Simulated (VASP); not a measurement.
# BP (F-43m) in VASP: notebook, part 2 of 2

VASP 6.6.1.

**3. Relaxation of cell and atoms, PBE+D3(BJ)**

This run uses another cell than the first one, of 11.76 Å³/atom.

Input file INCAR:

```
PREC = Accurate ; ENCUT = 500
EDIFF = 1E-7 ; ISMEAR = 0
SIGMA = 0.02 ; LREAL = F
LASPH = T ; NELM = 120
ALGO = Normal ; ISIF = 3
LWAVE = F ; LCHARG = F
GGA = PE ; IVDW = 12
IBRION = 2 ; NSW = 70
EDIFFG = -0.005 ; GGA_COMPAT = F
NELMIN = 4
```

Input file KPOINTS:

```
Automatic mesh
0
Gamma
  10 10 10
```

Input file POSCAR:

```
BP
1.0
    0.0000000000      2.2741519252      2.2741519252
    2.2741519252      0.0000000000      2.2741519252
    2.2741519252      2.2741519252      0.0000000000
B P
1 1
Direct
    0.0000000000      0.0000000000      0.0000000000
    0.2500000000      0.2500000000      0.2500000000
```

Potentials or basis: VASP PAW PBE potentials, release 64 (B, P).

Run with:

```
$ cat potpaw_PBE.64/B/POTCAR potpaw_PBE.64/P/POTCAR > POTCAR
$ mpirun -np 1 vasp_std > vasp.out
```

OUTCAR:

```text
PREC = Accurate
   ENCUT = 500
   EDIFF = 1E-7
   ISMEAR = 0
   LREAL = F
   LASPH = T
   NELM = 120
   ISIF = 3
   GGA = PE
   IVDW = 12
   IBRION = 2
   NSW = 70
   EDIFFG = -0.005
   NELMIN = 4
 IVDW          = 12

 ion  position               nearest neighbor table
   1  0.000  0.000  0.000-   2 1.97   2 1.97   2 1.97   2 1.97
   2  0.250  0.250  0.250-   1 1.97   1 1.97   1 1.97   1 1.97

  LATTYP: Found a face centered cubic cell.
 ALAT       =     4.5483038504

  Lattice vectors:

 A1 = (   0.0000000000,   2.2741519252,   2.2741519252)
 A2 = (   2.2741519252,   0.0000000000,   2.2741519252)
 A3 = (   2.2741519252,   2.2741519252,   0.0000000000)

Analysis of symmetry for initial positions (statically):
=====================================================================
 Subroutine PRICEL returns:
 Original cell was already a primitive cell.

 Routine SETGRP: Setting up the symmetry group for a
 face centered cubic supercell.

 Subroutine GETGRP returns: Found 24 space group operations
 (whereof 24 operations were pure point group operations)
 out of a pool of 48 trial point group operations.

The static configuration has the point symmetry T_d .

Analysis of symmetry for dynamics (positions and initial velocities):
=====================================================================
 Subroutine PRICEL returns:
 Original cell was already a primitive cell.

 Routine SETGRP: Setting up the symmetry group for a
 face centered cubic supercell.

 Subroutine GETGRP returns: Found 24 space group operations
 (whereof 24 operations were pure point group operations)
 out of a pool of 48 trial point group operations.

The dynamic configuration has the point symmetry T_d .

 Subroutine INISYM returns: Found 24 space group operations
 (whereof 24 operations are pure point group operations),
 and found     1 'primitive' translations

----------------------------------------------------------------------------------------

                                     Primitive cell

  volume of cell :      23.5228

  direct lattice vectors                    reciprocal lattice vectors
     0.000000000  2.274151925  2.274151925    -0.219862180  0.219862180  0.219862180
     2.274151925  0.000000000  2.274151925     0.219862180 -0.219862180  0.219862180
     2.274151925  2.274151925  0.000000000     0.219862180  0.219862180 -0.219862180

  length of vectors
     3.216136496  3.216136496  3.216136496     0.380812466  0.380812466  0.380812466

  position of ions in fractional coordinates (direct lattice)
     0.000000000  0.000000000  0.000000000
     0.250000000  0.250000000  0.250000000

  ion indices of the primitive-cell ions
   primitive index   ion index
                 1           1
                 2           2

----------------------------------------------------------------------------------------

 KPOINTS: Automatic mesh

Automatic generation of k-mesh.
 Grid dimensions read from file:
 generate k-points for:   10   10   10

 Generating k-lattice:

  Cartesian coordinates                     Fractional coordinates (reciprocal lattice)
    -0.021986218  0.021986218  0.021986218     0.100000000  0.000000000  0.000000000
     0.021986218 -0.021986218  0.021986218     0.000000000  0.100000000  0.000000000
     0.021986218  0.021986218 -0.021986218     0.000000000  0.000000000  0.100000000

  Length of vectors
     0.038081247  0.038081247  0.038081247

  Shift w.r.t. Gamma in fractional coordinates (k-lattice)
     0.000000000  0.000000000  0.000000000

 Subroutine IBZKPT returns following result:
 ===========================================

 Found     47 irreducible k-points:

 Following reciprocal coordinates:
            Coordinates               Weight
  0.000000  0.000000  0.000000      1.000000
  0.100000  0.000000  0.000000      8.000000
  0.200000  0.000000  0.000000      8.000000
  0.300000  0.000000  0.000000      8.000000
  0.400000  0.000000  0.000000      8.000000
  0.500000  0.000000  0.000000      4.000000
[... 16 lines left out ...]
  0.300000  0.300000  0.000000      6.000000
  0.400000  0.300000  0.000000     24.000000
 [... further k-points ...]
   k-points           NKPTS =     47   k-points in BZ     NKDIM =     47   number of bands    NBANDS=      8
   number of dos      NEDOS =    301   number of ions     NIONS =      2
   total plane-waves  NPLWV =  13824
   dimension x,y,z NGX =    24 NGY =   24 NGZ =   24
   dimension x,y,z NGXF=    48 NGYF=   48 NGZF=   48
   ions per type =               1   1
   NGX,Y,Z   is equivalent  to a cutoff of  12.41, 12.41, 12.41 a.u.
   NGXF,Y,Z  is equivalent  to a cutoff of  24.81, 24.81, 24.81 a.u.
 SYSTEM =  unknown system
   PREC   = accura    normal or accurate (medium, high low for compatibility)
   ISTART =      0    job   : 0-new  1-cont  2-samecut
   ICHARG =      2    charge: 1-file 2-atom 10-const
   ISPIN  =      1    spin polarized calculation?
   LNONCOLLINEAR =      F non collinear calculations
   LSORBIT =      F    spin-orbit coupling
   LASPH  =      T    aspherical Exc in radial PAW
   ENCUT  =  500.0 eV  36.75 Ry    6.06 a.u.   5.86  5.86  5.86*2*pi/ulx,y,z
   NELM   =    120;   NELMIN=  4; NELMDL= -5     # of ELM steps
   EDIFF  = 0.1E-06   stopping-criterion for ELM
   LREAL  =      F    real-space projection
   EDIFFG = -.5E-02   stopping-criterion for IOM
   NSW    =     70    number of steps for IOM
   IBRION =      2    ionic relax: 0-MD 1-quasi-New 2-CG
   NFREE  =      1    steps in history (QN), initial steepest desc. (CG)
   ISIF   =      3    stress and relaxation
   ISYM   =      2    0-nonsym 1-usesym 2-fastsym
   POTIM  = 0.5000    time-step for ionic-motion
   TEBEG  =    0.0;   TEEND  =   0.0 temperature during run
   PSTRESS=    0.0 pullay stress
   NELECT =       8.0000    total number of electrons
   NUPDOWN=      -1.0000    fix difference up-down
   EMIN   =  10.00;   EMAX   =-10.00  energy-range for DOS
   EFERMI =   0.00;   METHOD = LEGACY
   ISMEAR =     0;   SIGMA  =   0.02  broadening in eV -4-tet -1-fermi 0-gaus
   EFERMI_NEDOS =   21; number of points for ismear=-14 and -15
   IALGO  =     38    algorithm
   IMIX   =      4    mixing-type and parameters
     AMIX     =   0.40;   BMIX     =  1.00
     AMIX_MAG =   1.60;   BMIX_MAG =  1.00
  volume/ion in A,a.u.               =      11.76        79.37
  Fermi-wavevector in a.u.,A,eV,Ry     =   1.142726  2.159439 17.766789  1.305822
  Thomas-Fermi vector in A             =   2.279423
   LORBIT       =      0    0 simple, 1 ext, 2 COOP (PROOUT), +10 PAW based schemes
   GGA     = PE    functional components
   LHFCALC =     F    Hartree Fock is set to
   AEXX    =    0.0000 exact exchange contribution
   IVDW    =    12    specifies the selected vdW correction
   LEPSILON=     F    determine dielectric tensor
   LRPA    =     F    only Hartree local field effects (RPA)
 conjugate gradient relaxation of ions
 non-spin polarized calculation
 Gauss-broadening in eV      SIGMA  =   0.02
  energy-cutoff  :      500.00
  volume of cell :       23.52
 maximum number of plane-waves:       610
   NGX = 11   NGY = 11   NGZ = 11

--------------------------------------- Ionic step        1  -------------------------------------------

 number of electron       8.0000000 magnetization

 Free energy of the ion-electron system (eV)
  ---------------------------------------------------
  ext. energy  EPLUGINS =         0.00000000
  ---------------------------------------------------
  free energy    TOTEN  =       -12.93057470 eV

  energy without entropy =      -12.93057470  energy(sigma->0) =      -12.93057470

------------------------ aborting loop because EDIFF is reached ----------------------------------------

 Edisp (eV)   -0.64247

 E8    (eV) :    -0.2349
[... 71 lines left out ...]
--------------------------------------- Ionic step        3  -------------------------------------------

 number of electron       8.0000001 magnetization

 Free energy of the ion-electron system (eV)
  ---------------------------------------------------
  ext. energy  EPLUGINS =         0.00000000
  ---------------------------------------------------
  free energy    TOTEN  =       -12.92167372 eV

  energy without entropy =      -12.92167372  energy(sigma->0) =      -12.92167372

 E-fermi :   7.7752     XC(G=0): -11.0008

 val. band max:        7.6913118375   @ k =   0.0000   0.0000   0.0000
 cond. band min:       8.9008582620   @ k =   0.4000   0.4000   0.0000
 fundamental gap:      1.2095464245
 Fermi energy:         7.7752380466

 k-point     1 :       0.0000    0.0000    0.0000
  band No.  band energies     occupation
      1      -7.9640      2.00000
      2       7.6913      2.00000
      3       7.6913      2.00000
      4       7.6913      2.00000
      5      11.1248      0.00000
      6      11.1248      0.00000
      7      11.1248      0.00000
      8      15.3982      0.00000
[... 243 lines left out ...]
 k-point    24 :       0.4000    0.3000    0.0000
  band No.  band energies     occupation
      1      -4.9669      2.00000
      2       1.4842      2.00000
      3       3.5617      2.00000
      4       4.1080      2.00000
      5       9.4860      0.00000
      6      11.3081      0.00000
      7      17.3170      0.00000
      8      17.3317      0.00000

 [... further k-points ...]

------------------------ aborting loop because EDIFF is reached ----------------------------------------

 Edisp (eV)   -0.66109

 E8    (eV) :    -0.2415
[... 25 lines left out ...]
  FREE ENERGIE OF THE ION-ELECTRON SYSTEM (eV)
  ---------------------------------------------------
  free  energy   TOTEN  =       -13.5827590986 eV

  energy  without entropy=      -13.5827590986  energy(sigma->0) =      -13.58275910

 reached required accuracy - stopping structural energy minimisation
```

OSZICAR:

```text
N       E                     dE             d eps       ncg     rms          rms(c)
DAV:   1     0.932148268133E+01    0.93215E+01   -0.40287E+03   760   0.872E+02
DAV:   2    -0.133987176150E+02   -0.22720E+02   -0.21357E+02  1192   0.108E+02
DAV:   3    -0.136231901725E+02   -0.22447E+00   -0.22447E+00   928   0.144E+01
DAV:   4    -0.136236766453E+02   -0.48647E-03   -0.48647E-03  1160   0.649E-01
[... 25 lines left out ...]
DAV:   4    -0.129216898439E+02    0.63474E-04   -0.64397E-05   960   0.602E-02    0.483E-02
DAV:   5    -0.129216746858E+02    0.15158E-04   -0.17618E-05  1024   0.301E-02    0.231E-02
DAV:   6    -0.129216737736E+02    0.91215E-06   -0.51452E-07   832   0.596E-03    0.241E-03
DAV:   7    -0.129216736691E+02    0.10450E-06   -0.58824E-08   424   0.161E-03    0.638E-04
DAV:   8    -0.129216737213E+02   -0.52166E-07   -0.72985E-09   376   0.765E-04
   3 F= -.13582759E+02 E0= -.13582759E+02  d E =-.971709E-02
```

CONTCAR:

```text
BP
   1.00000000000000
    -0.0000000000000000    2.2526528692678380    2.2526528692678380
     2.2526528692678380    0.0000000000000000    2.2526528692678380
     2.2526528692678380    2.2526528692678380   -0.0000000000000000
  B               P
     1     1
Direct
     0.0000000000000000    0.0000000000000000    0.0000000000000000
     0.2500000000000000    0.2500000000000000    0.2500000000000000

  0.00000000E+00  0.00000000E+00  0.00000000E+00
  0.00000000E+00  0.00000000E+00  0.00000000E+00
```

Run time: 17 s. Hardware: 1 thread of Intel Xeon Platinum 8488C (Sapphire Rapids), shared host; peak memory 0.15 GiB.

What came out:

```yaml
Free_energy: -13.5828 eV
Relaxed_volume: 11.43 Å³/atom
Relaxed_cell: a = 3.186 Å, b = 3.186 Å, c = 3.186 Å, α = 60.00°, β = 60.00°, γ = 60.00°
Space_group_after_relaxing_to_0.1_Å: F-43m (No. 216)
Energy_gained_by_relaxing: 4.9 meV/atom
Ionic_steps: 3
Pressure_after_relaxing: 0.0 GPa
Band_gap_on_the_k_mesh: 1.21 eV (least direct gap 3.43 eV)
Dispersion_energy_per_atom: -0.331 eV
```

Step by step:
```tsv
step	energy change (eV)	largest force (eV/Å)	pressure (GPa)	volume (Å³)
1	0.0000	0.0000	-4.59	23.52
2	-0.0045	0.0000	3.67	22.39
3	-0.0097	0.0000	0.00	22.86
```

Final structure:
```cif
data_structure
_symmetry_space_group_name_H-M 'P 1'
_symmetry_Int_Tables_number 1
_cell_length_a 3.1857
_cell_length_b 3.1857
_cell_length_c 3.1857
_cell_angle_alpha 60.000
_cell_angle_beta 60.000
_cell_angle_gamma 60.000
_cell_volume 22.86
loop_
_atom_site_label
_atom_site_type_symbol
_atom_site_fract_x
_atom_site_fract_y
_atom_site_fract_z
_atom_site_occupancy
B1 B 0.00000 0.00000 0.00000 1
P1 P 0.25000 0.25000 0.25000 1
```
